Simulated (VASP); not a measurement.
# Tl2H (Fd-3m) in VASP: further runs

Tl2H is run at these levels: PBE; tasks: single point, relaxation of cell and atoms.

Everything below comes from runs of VASP 6.6.1. Logs are shortened: lines on timing, memory, paths and dates and some standing lists are left out, and cuts for length are marked.

**1. The cell of the first run**

The structure is cubic, space group Fd-3m (No. 227). Conventional cell: a = 8.847 Å, b = 8.847 Å, c = 8.847 Å, α = 90.00°, β = 90.00°, γ = 90.00°. Within 2.5 Å of Tl (site symmetry -3m) lie 2 H at 1.92 Å. Within 2.5 Å of H (site symmetry -43m) lie 4 Tl at 1.92 Å.

**2. Single point, PBE**

Contents of INCAR:

```
SYSTEM = Tl2H
ALGO = Normal
EDIFF = 1E-6
ENCUT = 520
GGA = PE
ISIF = 2
ISMEAR = 0
LASPH = .TRUE.
LCHARG = .FALSE.
LREAL = .FALSE.
LWAVE = .FALSE.
NBANDS = 36
NELM = 60
PREC = Accurate
SIGMA = 0.1
```

Contents of KPOINTS:

```
k-points
0
G
  4 4 4
  0 0 0
```

Contents of POSCAR:

```
Tl2H
1.0
    0.0000000000      4.4235647950      4.4235647950
    4.4235647950      0.0000000000      4.4235647950
    4.4235647950      4.4235647950      0.0000000000
Tl H
4 2
Direct
    0.6250000000      0.6250000000      0.6250000000
    0.1250000000      0.6250000000      0.6250000000
    0.6250000000      0.6250000000      0.1250000000
    0.6250000000      0.1250000000      0.6250000000
    0.5000000000      0.5000000000      0.5000000000
    0.7500000000      0.7500000000      0.7500000000
```

Potentials or basis: VASP PAW PBE potentials, release 64 (Tl_d, H).

Started as:

```
$ cat potpaw_PBE.64/Tl_d/POTCAR potpaw_PBE.64/H/POTCAR > POTCAR
$ mpirun -np 1 vasp_std > vasp.out
```

OUTCAR:

```text
SYSTEM = Tl2H
   EDIFF = 1E-6
   ENCUT = 520
   GGA = PE
   ISIF = 2
   ISMEAR = 0
   LASPH = .TRUE.
   LREAL = .FALSE.
   NELM = 60
   PREC = Accurate

 ion  position               nearest neighbor table
   1  0.625  0.625  0.625-   5 1.92   6 1.92   4 3.13   2 3.13   3 3.13   3 3.13   4 3.13   2 3.13

   2  0.125  0.625  0.625-   5 1.92   6 1.92   1 3.13   3 3.13   4 3.13   1 3.13   3 3.13   4 3.13

   3  0.625  0.625  0.125-   5 1.92   6 1.92   1 3.13   1 3.13   2 3.13   4 3.13   4 3.13   2 3.13

   4  0.625  0.125  0.625-   5 1.92   6 1.92   1 3.13   3 3.13   1 3.13   2 3.13   3 3.13   2 3.13

   5  0.500  0.500  0.500-   2 1.92   3 1.92   4 1.92   1 1.92
   6  0.750  0.750  0.750-   2 1.92   3 1.92   4 1.92   1 1.92

  LATTYP: Found a face centered cubic cell.
 ALAT       =     8.8471295900

  Lattice vectors:

 A1 = (   0.0000000000,   4.4235647950,   4.4235647950)
 A2 = (   4.4235647950,   0.0000000000,   4.4235647950)
 A3 = (   4.4235647950,   4.4235647950,   0.0000000000)

Analysis of symmetry for initial positions (statically):
=====================================================================
 Subroutine PRICEL returns:
 Original cell was already a primitive cell.

 Routine SETGRP: Setting up the symmetry group for a
 face centered cubic supercell.

 Subroutine GETGRP returns: Found 48 space group operations
 (whereof 24 operations were pure point group operations)
 out of a pool of 48 trial point group operations.

The static configuration has the point symmetry T_d .
 The point group associated with its full space group is O_h .

Analysis of symmetry for dynamics (positions and initial velocities):
=====================================================================
 Subroutine PRICEL returns:
 Original cell was already a primitive cell.

 Routine SETGRP: Setting up the symmetry group for a
 face centered cubic supercell.

 Subroutine GETGRP returns: Found 48 space group operations
 (whereof 24 operations were pure point group operations)
 out of a pool of 48 trial point group operations.

The dynamic configuration has the point symmetry T_d .
 The point group associated with its full space group is O_h .

 Subroutine INISYM returns: Found 48 space group operations
 (whereof 24 operations are pure point group operations),
 and found     1 'primitive' translations

----------------------------------------------------------------------------------------

                                     Primitive cell

  volume of cell :     173.1200

  direct lattice vectors                    reciprocal lattice vectors
     0.000000000  4.423564795  4.423564795    -0.113031011  0.113031011  0.113031011
     4.423564795  0.000000000  4.423564795     0.113031011 -0.113031011  0.113031011
     4.423564795  4.423564795  0.000000000     0.113031011  0.113031011 -0.113031011

  length of vectors
     6.255865327  6.255865327  6.255865327     0.195775453  0.195775453  0.195775453

  position of ions in fractional coordinates (direct lattice)
     0.625000000  0.625000000  0.625000000
     0.125000000  0.625000000  0.625000000
     0.625000000  0.625000000  0.125000000
     0.625000000  0.125000000  0.625000000
     0.500000000  0.500000000  0.500000000
     0.750000000  0.750000000  0.750000000

  ion indices of the primitive-cell ions
   primitive index   ion index
                 1           1
                 2           2
                 3           3
                 4           4
                 5           5
                 6           6

----------------------------------------------------------------------------------------

 KPOINTS: k-points

Automatic generation of k-mesh.
 Grid dimensions read from file:
 generate k-points for:    4    4    4

 Generating k-lattice:

  Cartesian coordinates                     Fractional coordinates (reciprocal lattice)
    -0.028257753  0.028257753  0.028257753     0.250000000  0.000000000  0.000000000
     0.028257753 -0.028257753  0.028257753     0.000000000  0.250000000  0.000000000
     0.028257753  0.028257753 -0.028257753     0.000000000  0.000000000  0.250000000

  Length of vectors
     0.048943863  0.048943863  0.048943863

  Shift w.r.t. Gamma in fractional coordinates (k-lattice)
     0.000000000  0.000000000  0.000000000

 Subroutine IBZKPT returns following result:
 ===========================================

 Found      8 irreducible k-points:

 Following reciprocal coordinates:
            Coordinates               Weight
  0.000000  0.000000  0.000000      1.000000
  0.250000  0.000000  0.000000      8.000000
  0.500000  0.000000  0.000000      4.000000
  0.250000  0.250000  0.000000      6.000000
  0.500000  0.250000  0.000000     24.000000
 -0.250000  0.250000  0.000000     12.000000
  0.500000  0.500000  0.000000      3.000000
 -0.250000  0.500000  0.250000      6.000000
   k-points           NKPTS =      8   k-points in BZ     NKDIM =      8   number of bands    NBANDS=     36
   number of dos      NEDOS =    301   number of ions     NIONS =      6
   total plane-waves  NPLWV = 110592
   dimension x,y,z NGX =    48 NGY =   48 NGZ =   48
   dimension x,y,z NGXF=    96 NGYF=   96 NGZF=   96
   ions per type =               4   2
   NGX,Y,Z   is equivalent  to a cutoff of  12.76, 12.76, 12.76 a.u.
   NGXF,Y,Z  is equivalent  to a cutoff of  25.51, 25.51, 25.51 a.u.
 SYSTEM =  Tl2H
   PREC   = accura    normal or accurate (medium, high low for compatibility)
   ISTART =      0    job   : 0-new  1-cont  2-samecut
   ICHARG =      2    charge: 1-file 2-atom 10-const
   ISPIN  =      1    spin polarized calculation?
   LNONCOLLINEAR =      F non collinear calculations
   LSORBIT =      F    spin-orbit coupling
   LASPH  =      T    aspherical Exc in radial PAW
   ENCUT  =  520.0 eV  38.22 Ry    6.18 a.u.  11.63 11.63 11.63*2*pi/ulx,y,z
   NELM   =     60;   NELMIN=  2; NELMDL= -5     # of ELM steps
   EDIFF  = 0.1E-05   stopping-criterion for ELM
   LREAL  =      F    real-space projection
   EDIFFG = 0.1E-04   stopping-criterion for IOM
   NSW    =      0    number of steps for IOM
   IBRION =     -1    ionic relax: 0-MD 1-quasi-New 2-CG
   NFREE  =      0    steps in history (QN), initial steepest desc. (CG)
   ISIF   =      2    stress and relaxation
   ISYM   =      2    0-nonsym 1-usesym 2-fastsym
   POTIM  = 0.5000    time-step for ionic-motion
   TEBEG  =    0.0;   TEEND  =   0.0 temperature during run
   PSTRESS=    0.0 pullay stress
   NELECT =      54.0000    total number of electrons
   NUPDOWN=      -1.0000    fix difference up-down
   EMIN   =  10.00;   EMAX   =-10.00  energy-range for DOS
   EFERMI =   0.00;   METHOD = LEGACY
   ISMEAR =     0;   SIGMA  =   0.10  broadening in eV -4-tet -1-fermi 0-gaus
   EFERMI_NEDOS =   21; number of points for ismear=-14 and -15
   IALGO  =     38    algorithm
   IMIX   =      4    mixing-type and parameters
     AMIX     =   0.40;   BMIX     =  1.00
     AMIX_MAG =   1.60;   BMIX_MAG =  1.00
  volume/ion in A,a.u.               =      28.85       194.71
  Fermi-wavevector in a.u.,A,eV,Ry     =   1.110257  2.098082 16.771515  1.232672
  Thomas-Fermi vector in A             =   2.246807
   LORBIT       =      0    0 simple, 1 ext, 2 COOP (PROOUT), +10 PAW based schemes
   GGA     = PE    functional components
   LHFCALC =     F    Hartree Fock is set to
   AEXX    =    0.0000 exact exchange contribution
   IVDW    =     0    specifies the selected vdW correction
   LEPSILON=     F    determine dielectric tensor
   LRPA    =     F    only Hartree local field effects (RPA)
 non-spin polarized calculation
 Gauss-broadening in eV      SIGMA  =   0.10
  energy-cutoff  :      520.00
  volume of cell :      173.12
 maximum number of plane-waves:      4720
 NGX is ok and might be reduce to    48
   NGX = 23   NGY = 23   NGZ = 23

 number of electron      53.9999993 magnetization

 Free energy of the ion-electron system (eV)
  ---------------------------------------------------
  ext. energy  EPLUGINS =         0.00000000
  ---------------------------------------------------
  free energy    TOTEN  =        -9.29312368 eV

  energy without entropy =       -9.25933925  energy(sigma->0) =       -9.27623146

 E-fermi :   3.6623     XC(G=0):  -7.9229

 val. band max:        3.6099260931   @ k =   0.2500   0.2500   0.0000
 cond. band min:       3.6963423454   @ k =   0.5000   0.2500   0.0000
 fundamental gap:      0.0864162523
 Fermi energy:         3.6623218733

 k-point     1 :       0.0000    0.0000    0.0000
  band No.  band energies     occupation
      1     -11.2094      2.00000
      2      -9.1045      2.00000
      3      -9.1045      2.00000
      4      -9.1045      2.00000
      5      -8.9109      2.00000
      6      -8.9109      2.00000
[... 28 lines left out ...]
     35       9.0558      0.00000
     36       9.7753      0.00000

 k-point     2 :       0.2500    0.0000    0.0000
  band No.  band energies     occupation
      1     -10.9924      2.00000
      2      -9.1262      2.00000
      3      -9.0249      2.00000
      4      -9.0249      2.00000
      5      -8.8219      2.00000
      6      -8.8219      2.00000
[... 28 lines left out ...]
     35       9.2474      0.00000
     36       9.9758      0.00000

 k-point     3 :       0.5000    0.0000    0.0000
  band No.  band energies     occupation
      1     -10.6834      2.00000
      2      -9.2868      2.00000
      3      -8.9790      2.00000
      4      -8.9790      2.00000
      5      -8.8943      2.00000
      6      -8.5077      2.00000
[... 28 lines left out ...]
     35       8.7599      0.00000
     36      10.2244      0.00000
[... 118 lines left out ...]
 k-point     7 :       0.5000    0.5000    0.0000
  band No.  band energies     occupation
      1     -10.0672      2.00000
      2     -10.0672      2.00000
      3      -8.8497      2.00000
      4      -8.8496      2.00000
      5      -8.6660      2.00000
      6      -8.6660      2.00000
[... 28 lines left out ...]
     35       9.1968      0.00000
     36       9.1968      0.00000

 k-point     8 :      -0.2500    0.5000    0.2500
  band No.  band energies     occupation
      1     -10.0622      2.00000
      2     -10.0622      2.00000
      3      -8.8811      2.00000
      4      -8.8811      2.00000
      5      -8.6191      2.00000
      6      -8.6191      2.00000
[... 28 lines left out ...]
     35       9.6359      0.00000
     36       9.6359      0.00000

------------------------ aborting loop because EDIFF is reached ----------------------------------------

  FORCE on cell =-STRESS in cart. coord.  units (eV):
  Direction    XX          YY          ZZ          XY          YZ          ZX
  --------------------------------------------------------------------------------------
  -------------------------------------------------------------------------------------
  Total       11.9229514     11.9229514     11.9229514      0.0000000      0.0000000      0.0000000
  in kB      110.3436084    110.3436084    110.3436084      0.0000000      0.0000000      0.0000000
  external PRESSURE =     110.3436084 kB  Pullay stress =       0.0000000 kB

 VOLUME and BASIS-vectors are now :
 -----------------------------------------------------------------------------
  energy-cutoff  :      520.00
  volume of cell :      173.12
      direct lattice vectors                 reciprocal lattice vectors
     0.000000000  4.423564795  4.423564795    -0.113031011  0.113031011  0.113031011
     4.423564795  0.000000000  4.423564795     0.113031011 -0.113031011  0.113031011
     4.423564795  4.423564795  0.000000000     0.113031011  0.113031011 -0.113031011

 POSITION                                       TOTAL-FORCE (eV/Angst)
 -----------------------------------------------------------------------------------
      5.52946      5.52946      5.52946        -0.000000     -0.000000     -0.000000
      5.52946      3.31767      3.31767        -0.000000     -0.000000     -0.000000
      3.31767      3.31767      5.52946        -0.000000     -0.000000     -0.000000
      3.31767      5.52946      3.31767        -0.000000     -0.000000      0.000000
      4.42356      4.42356      4.42356         0.000000      0.000000      0.000000
      6.63535      6.63535      6.63535        -0.000000     -0.000000     -0.000000
 -----------------------------------------------------------------------------------
    total drift:                                0.000000      0.000000     -0.000000

  FREE ENERGIE OF THE ION-ELECTRON SYSTEM (eV)
  ---------------------------------------------------
  free  energy   TOTEN  =        -9.2931236784 eV

  energy  without entropy=       -9.2593392493  energy(sigma->0) =       -9.27623146
```

Wall time 69 s (1 thread of Oxide Virtual Turin-like, shared host); peak memory 0.29 GiB.

Results:

```
Free energy            : -9.2931 eV
Pressure               : 11.0 GPa
Band gap on the k mesh : zero (band 27 reaches 4.46 eV, above the bottom of band 28 at 2.24 eV)
```

Levels at points of the mesh, in eV from the Fermi level:
```tsv
k point	band 24	band 25	band 26	band 27	band 28	band 29	band 30	band 31
(0.00, 0.00, 0.00)	-4.44	-4.44	-1.42	-1.42	-1.42	0.59	0.59	1.12
(0.50, 0.00, 0.00)	-4.90	-4.44	-0.70	-0.70	0.25	1.17	2.69	2.69
(0.50, 0.50, 0.00)	-5.41	-2.60	-2.60	0.80	0.80	2.36	2.36	2.79
```

Caveat: spin-orbit coupling is left out, which moves the levels of the heavy elements.

**3. Single point, PBE**

This run uses another cell than the first one, of 45.23 Å³/atom, 1.568 times its volume.

Contents of INCAR:

```
SYSTEM = Tl2H
PREC = Accurate
ENCUT = 520
EDIFF = 1E-7
ISMEAR = 0
SIGMA = 0.1
LREAL = .FALSE.
LASPH = .TRUE.
NELM = 100
ALGO = Normal
ISIF = 2
LWAVE = .FALSE.
LCHARG = .TRUE.
GGA = PE
LELF = .TRUE.
LVHAR = .TRUE.
NBANDS = 36
```

Contents of KPOINTS:

```
Automatic mesh
0
G
  4 4 4
  0 0 0
```

POSCAR, as its differences from that of step 2:

```diff
@@ -2,5 +2,5 @@
 1.0
-    0.0000000000      4.4235647950      4.4235647950
-    4.4235647950      0.0000000000      4.4235647950
-    4.4235647950      4.4235647950      0.0000000000
+    0.0000000000      5.1387060116      5.1387060116
+    5.1387060116      0.0000000000      5.1387060116
+    5.1387060116      5.1387060116      0.0000000000
 Tl H
```

Potentials or basis: VASP PAW PBE potentials, release 64 (Tl_d, H).

Started as:

```
$ cat potpaw_PBE.64/Tl_d/POTCAR potpaw_PBE.64/H/POTCAR > POTCAR
$ mpirun -np 1 vasp_std > vasp.out
```

Wall time 1.9 min (1 thread of Oxide Virtual Turin-like, shared host); peak memory 0.38 GiB.

It converged, with:

| Item | Value |
| --- | --- |
| Free energy | -11.6099 eV |
| Pressure | 0.2 GPa |
| Band gap on the k mesh | zero (band 27 reaches 1.52 eV, above the bottom of band 28 at 0.56 eV) |

Levels at points of the mesh, in eV from the Fermi level:
```csv
k point,band 24,band 25,band 26,band 27,band 28,band 29,band 30,band 31
"(0.00, 0.00, 0.00)",-5.25,-5.25,-0.69,-0.69,-0.69,0.44,0.58,0.58
"(0.50, 0.00, 0.00)",-5.37,-3.66,-0.73,-0.25,-0.25,0.37,1.65,1.65
"(0.50, 0.50, 0.00)",-5.49,-2.31,-2.31,0.27,0.27,1.23,1.23,1.88
```

Caveat: spin-orbit coupling is left out, which moves the levels of the heavy elements.

**4. Single point, PBE**

This run uses another cell than the first one, of 46.63 Å³/atom, 1.616 times its volume.

Contents of INCAR:

```
PREC = Accurate
ENCUT = 520
EDIFF = 1E-6
ISMEAR = 0
SIGMA = 0.1
LREAL = F
LASPH = T
NELM = 100
ALGO = Normal
ISIF = 2
LWAVE = F
LCHARG = T
GGA = PE
LELF = T
LVHAR = T
NBANDS = 36
```

Contents of KPOINTS:

```
regular mesh
0
Gamma
  6 6 6
```

Contents of POSCAR:

```
Tl2H
1.0
    0.0000000000      5.1911121195      5.1911121195
    5.1911121195      0.0000000000      5.1911121195
    5.1911121195      5.1911121195      0.0000000000
Tl H
4 2
Direct
    0.1250000000      0.1250000000      0.1250000000
    0.6250000000      0.1250000000      0.1250000000
    0.1250000000      0.1250000000      0.6250000000
    0.1250000000      0.6250000000      0.1250000000
    0.0000000000      0.0000000000      0.0000000000
    0.2500000000      0.2500000000      0.2500000000
```

Potentials or basis: VASP PAW PBE potentials, release 64 (Tl_d, H).

Started as:

```
$ cat potpaw_PBE.64/Tl_d/POTCAR potpaw_PBE.64/H/POTCAR > POTCAR
$ mpirun -np 1 vasp_std > vasp.out
```

OUTCAR:

```text
PREC = Accurate
   ENCUT = 520
   EDIFF = 1E-6
   ISMEAR = 0
   LREAL = F
   LASPH = T
   NELM = 100
   ISIF = 2
   GGA = PE

 ion  position               nearest neighbor table
   1  0.125  0.125  0.125-   5 2.25   6 2.25   4 3.67   2 3.67   3 3.67   3 3.67   4 3.67   2 3.67

   2  0.625  0.125  0.125-   5 2.25   6 2.25   1 3.67   3 3.67   4 3.67   1 3.67   3 3.67   4 3.67

   3  0.125  0.125  0.625-   5 2.25   6 2.25   1 3.67   1 3.67   2 3.67   4 3.67   4 3.67   2 3.67

   4  0.125  0.625  0.125-   5 2.25   6 2.25   1 3.67   3 3.67   1 3.67   2 3.67   3 3.67   2 3.67

   5  0.000  0.000  0.000-   1 2.25   2 2.25   3 2.25   4 2.25
[... 824 lines left out ...]
  Total       -0.0722680     -0.0722680     -0.0722680      0.0000000      0.0000000      0.0000000
  in kB       -0.4138524     -0.4138524     -0.4138524      0.0000000      0.0000000      0.0000000
  external PRESSURE =      -0.4138524 kB  Pullay stress =       0.0000000 kB

 VOLUME and BASIS-vectors are now :
 -----------------------------------------------------------------------------
  energy-cutoff  :      520.00
  volume of cell :      279.78
      direct lattice vectors                 reciprocal lattice vectors
     0.000000000  5.191112119  5.191112119    -0.096318474  0.096318474  0.096318474
     5.191112119  0.000000000  5.191112119     0.096318474 -0.096318474  0.096318474
     5.191112119  5.191112119  0.000000000     0.096318474  0.096318474 -0.096318474

 POSITION                                       TOTAL-FORCE (eV/Angst)
 -----------------------------------------------------------------------------------
      1.29778      1.29778      1.29778         0.000000      0.000000     -0.000000
      1.29778      3.89333      3.89333         0.000000      0.000000     -0.000000
      3.89333      3.89333      1.29778         0.000000      0.000000     -0.000000
      3.89333      1.29778      3.89333        -0.000000      0.000000     -0.000000
      0.00000      0.00000      0.00000        -0.000000     -0.000000     -0.000000
      2.59556      2.59556      2.59556         0.000000      0.000000      0.000000
 -----------------------------------------------------------------------------------
    total drift:                                0.000000      0.000000      0.000000

  FREE ENERGIE OF THE ION-ELECTRON SYSTEM (eV)
  ---------------------------------------------------
  free  energy   TOTEN  =       -11.6321766756 eV

  energy  without entropy=      -11.5865154719  energy(sigma->0) =      -11.60934607
```

stdout:

```text
POSCAR found type information on POSCAR TlH
 POSCAR found :  2 types and       6 ions
 scaLAPACK will be used
 LDA part: xc-table for (Slater+PW92), standard interpolation
 POSCAR, INCAR and KPOINTS ok, starting setup
 FFT: planning ... GRIDC
 FFT: planning ... GRID_SOFT
 FFT: planning ... GRID
 WAVECAR not read
 entering main loop
```

Wall time 4.6 min (1 thread of Oxide Virtual Turin-like, shared host); peak memory 0.44 GiB.

What came out:

* Free energy: -11.6322 eV
* Pressure: 0.0 GPa
* Band gap on the k mesh: zero (band 27 reaches 1.40 eV, above the bottom of band 28 at 0.49 eV)

Levels at points of the mesh, in eV from the Fermi level:
```
           k point  band 25  band 26  band 27  band 28  band 29  band 30
(0.00, 0.00, 0.00)    -5.27    -0.64    -0.64    -0.64     0.43     0.59
(0.50, 0.00, 0.00)    -3.59    -0.75    -0.21    -0.21     0.36     1.61
(0.50, 0.50, 0.00)    -2.28    -2.28     0.27     0.27     1.20     1.20
```

Caveat: spin-orbit coupling is left out, which moves the levels of the heavy elements.

(Continued in part 2 of 2.)
